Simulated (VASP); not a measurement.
# MoS2 (P6_3/mmc) in VASP: a series of runs, part 2 of 2

VASP 6.6.1. The steps go on from the part before.

## Step 4: Single point, PBEsol, collinear spin

This run uses another cell than the first one, of 17.73 Å³/atom.

INCAR reads:

```
PREC     = Accurate       # precision mode
ENCUT    = 500            # plane-wave cutoff, eV
EDIFF    = 1E-6           # SCF threshold, eV
ISMEAR   = 0              # smearing method
SIGMA    = 0.05           # smearing width, eV
LREAL    = F              # projectors in reciprocal space
LASPH    = T              # aspherical terms in the spheres
NELM     = 200            # most SCF steps
ALGO     = Normal         # electronic algorithm
ISIF     = 2              # what is computed and relaxed
LWAVE    = F              # write WAVECAR
LCHARG   = F              # write CHGCAR
ISPIN    = 2              # spin polarisation
MAGMOM   = 0.05 0.05 0 0 0 0 # initial moments
LORBIT   = 11             # projections on sites
LMAXMIX  = 4              # l up to which the mixer works
GGA      = PS             # functional
NBANDS   = 39             # bands
GGA_COMPAT= F
```

KPOINTS reads:

```
regular mesh
0
Gamma
  8 8 2
```

POSCAR reads:

```
MoS2
1.0
    3.1398818994      0.0000000000      0.0000000000
   -1.5699409497      2.7192174897      0.0000000000
    0.0000000000      0.0000000000     12.4609543974
Mo S
2 4
Direct
    0.3333333333      0.6666666667      0.2500000000
    0.6666666667      0.3333333333      0.7500000000
    0.3333333333      0.6666666667      0.6249162541
    0.6666666667      0.3333333333      0.1249162541
    0.3333333333      0.6666666667      0.8750837459
    0.6666666667      0.3333333333      0.3750837459
```

Potentials or basis: VASP PAW PBE potentials, release 64 (Mo_sv, S).

Run with:

```console
cat potpaw_PBE.64/Mo_sv/POTCAR potpaw_PBE.64/S/POTCAR > POTCAR
mpirun -np 1 vasp_std > vasp.out
```

OUTCAR:

```text
PREC = Accurate
   ENCUT = 500
   EDIFF = 1E-6
   ISMEAR = 0
   LREAL = F
   LASPH = T
   NELM = 200
   ISIF = 2
   ISPIN = 2
   LORBIT = 11
   GGA = PS

 ion  position               nearest neighbor table
   1  0.333  0.667  0.250-   4 2.39   6 2.39   4 2.39   6 2.39   4 2.39   6 2.39
   2  0.667  0.333  0.750-   3 2.39   5 2.39   3 2.39   5 2.39   3 2.39   5 2.39
   3  0.333  0.667  0.625-   2 2.39   2 2.39   2 2.39
   4  0.667  0.333  0.125-   1 2.39   1 2.39   1 2.39
   5  0.333  0.667  0.875-   2 2.39   2 2.39   2 2.39
   6  0.667  0.333  0.375-   1 2.39   1 2.39   1 2.39

[... 1878 lines left out ...]
 -----------------------------------------------------------------------------------
     -0.00000      1.81281      3.11524         0.000000     -0.000000      0.000000
      1.56994      0.90641      9.34572        -0.000000      0.000000      0.000000
     -0.00000      1.81281      7.78705         0.000000      0.000000     -0.011367
      1.56994      0.90641      1.55658         0.000000     -0.000000     -0.011367
     -0.00000      1.81281     10.90438        -0.000000      0.000000      0.011367
      1.56994      0.90641      4.67390        -0.000000     -0.000000      0.011367
 -----------------------------------------------------------------------------------
    total drift:                               -0.000000      0.000000     -0.000000

  FREE ENERGIE OF THE ION-ELECTRON SYSTEM (eV)
  ---------------------------------------------------
  free  energy   TOTEN  =       -46.9036682603 eV

  energy  without entropy=      -46.9036682603  energy(sigma->0) =      -46.90366826

 total charge

# of ion       s       p       d       tot
------------------------------------------
    1        2.300   6.231   3.995  12.526
    2        2.300   6.231   3.995  12.526
    3        1.358   2.326   0.000   3.684
    4        1.358   2.326   0.000   3.684
    5        1.358   2.326   0.000   3.684
    6        1.358   2.326   0.000   3.684
--------------------------------------------------
tot         10.033  21.767   7.990  39.790

 magnetization (x)

# of ion       s       p       d       tot
------------------------------------------
    1       -0.000  -0.000  -0.000  -0.000
    2       -0.000  -0.000  -0.000  -0.000
    3       -0.000  -0.000   0.000  -0.000
    4       -0.000  -0.000   0.000  -0.000
    5       -0.000  -0.000   0.000  -0.000
    6       -0.000  -0.000   0.000  -0.000
--------------------------------------------------
tot         -0.000  -0.000  -0.000  -0.000
```

OSZICAR:

```text
N       E                     dE             d eps       ncg     rms          rms(c)
DAV:   1     0.424035468031E+03    0.42404E+03   -0.27897E+04  3400   0.122E+03
DAV:   2    -0.295296055113E+02   -0.45357E+03   -0.43585E+03  3732   0.337E+02
DAV:   3    -0.494624105743E+02   -0.19933E+02   -0.19605E+02  3759   0.664E+01
DAV:   4    -0.497799081110E+02   -0.31750E+00   -0.31709E+00  3836   0.875E+00
DAV:   5    -0.497852957189E+02   -0.53876E-02   -0.53871E-02  3748   0.114E+00    0.372E+01
DAV:   6    -0.476123820440E+02    0.21729E+01   -0.98227E+00  3419   0.194E+01    0.122E+01
DAV:   7    -0.472837441943E+02    0.32864E+00   -0.43017E+00  3262   0.125E+01    0.856E+00
DAV:   8    -0.469042889748E+02    0.37946E+00   -0.72680E-01  3458   0.566E+00    0.279E+00
DAV:   9    -0.469110572582E+02   -0.67683E-02   -0.90173E-02  3685   0.134E+00    0.139E+00
DAV:  10    -0.469037617151E+02    0.72955E-02   -0.27821E-02  3528   0.105E+00    0.346E-01
DAV:  11    -0.469038167052E+02   -0.54990E-04   -0.15609E-03  3631   0.194E-01    0.158E-01
DAV:  12    -0.469036665017E+02    0.15020E-03   -0.31630E-04  3619   0.952E-02    0.857E-02
DAV:  13    -0.469036650110E+02    0.14908E-05   -0.96317E-05  3647   0.446E-02    0.153E-02
DAV:  14    -0.469036679023E+02   -0.28914E-05   -0.70619E-06  3407   0.109E-02    0.138E-02
DAV:  15    -0.469036682603E+02   -0.35796E-06   -0.99484E-07  2487   0.560E-03
   1 F= -.46903668E+02 E0= -.46903668E+02  d E =-.943984E-22  mag=     0.0000
```

stdout:

```text
POSCAR found type information on POSCAR MoS
 POSCAR found :  2 types and       6 ions
 scaLAPACK will be used
 -----------------------------------------------------------------------------
|                                                                             |
|                                                                             |
|     You enforced a specific xc type in the INCAR file but a different       |
|     I HOPE YOU KNOW WHAT YOU ARE DOING!                                     |
|                                                                             |
 -----------------------------------------------------------------------------

 LDA part: xc-table for (Slater+PW92), standard interpolation
 POSCAR, INCAR and KPOINTS ok, starting setup
 FFT: planning ... GRIDC
 FFT: planning ... GRID_SOFT
 FFT: planning ... GRID
 WAVECAR not read
 entering main loop
```

Run time: 92 s. Hardware: 1 thread of AMD EPYC 9R45 (Zen 5), shared host; peak memory 0.29 GiB.

What came out:

| Property | Result |
| --- | --- |
| Free energy | -46.9037 eV |
| Pressure | 0.2 GPa |
| Largest force | 0.011 eV/Å |
| Band gap on the k mesh | 1.04 eV (least direct gap 2.03 eV) |
| Net moment | 0.00 μB per cell |
| Valence electrons inside the program's atomic spheres | Mo 12.53; S 3.68 |

Forces in eV/Å, atoms in the order of the input:
```
Mo   0.000  0.000  0.000
Mo   0.000  0.000  0.000
S    0.000  0.000 -0.011
S    0.000  0.000 -0.011
S    0.000  0.000  0.011
S    0.000  0.000  0.011
```

Caveat: the PAW data sets were made with another functional, which shifts forces and pressure a little; this functional lacks dispersion, which binds the layers, so the pressure and a relaxed spacing across them are unreliable.

## Step 5: Summary

| task | level | cell | gap on the mesh (eV) | pressure (GPa) | moment (μB) | largest force (eV/Å) |
| --- | --- | --- | --- | --- | --- | --- |
| single point | PBEsol | a = 3.145, b = 3.145, c = 13.963 Å, angles 90.0, 90.0, 120.0°, 6 atoms, atomic positions A | 1.58 | -0.4 | 0.00 | - |
| relaxation of shape and atoms at fixed volume | revPBE+D4 | relaxed from a = 3.104, b = 3.104, c = 11.590 Å, angles 90.0, 90.0, 120.0°, 6 atoms, atomic positions B | 0.64 | 3.0 | 0.00 | 0.01 |
| single point | PBEsol | a = 3.140, b = 3.140, c = 12.461 Å, angles 90.0, 90.0, 120.0°, 6 atoms, atomic positions C | 1.04 | 0.2 | 0.00 | 0.01 |

Alike in all rows: potentials or basis VASP PAW PBE potentials, release 64 (Mo_sv, S); spin collinear; k mesh 8 × 8 × 2; cutoff (eV) 500; smearing gaussian 0.05 eV.

Caveats: the PAW data sets were made with another functional, which shifts forces and pressure a little; this functional lacks dispersion, which binds the layers, so the pressure and a relaxed spacing across them are unreliable (at least some runs).

Total energies depend on the potentials used, so only differences within one code and one set of settings carry meaning.

## Step 6: Against experiment

Step 2. A measured gap of MoS2 is 1.3 eV (indirect; 300 K; “Multiwavelength excitation Raman Scattering Analysis of bulk and 2 dimensional MoS2: Vibrational properties of atomically thin MoS2 layers”, 2015, arxiv:1506.03228); the calculated 1.58 eV misses it by +0.28 eV. Spin-orbit coupling on Mo is left out. The value is that of PBEsol on a finite k mesh, which can miss the band edges, without temperature or zero-point motion.

Step 4. A measured gap of MoS2 is 1.3 eV (indirect; 300 K; “Multiwavelength excitation Raman Scattering Analysis of bulk and 2 dimensional MoS2: Vibrational properties of atomically thin MoS2 layers”, 2015, arxiv:1506.03228); the calculated 1.04 eV misses it by -0.26 eV. Spin-orbit coupling on Mo is left out. The value is that of PBEsol on a finite k mesh, which can miss the band edges, without temperature or zero-point motion. Semilocal functionals fall short of measured gaps as a rule.
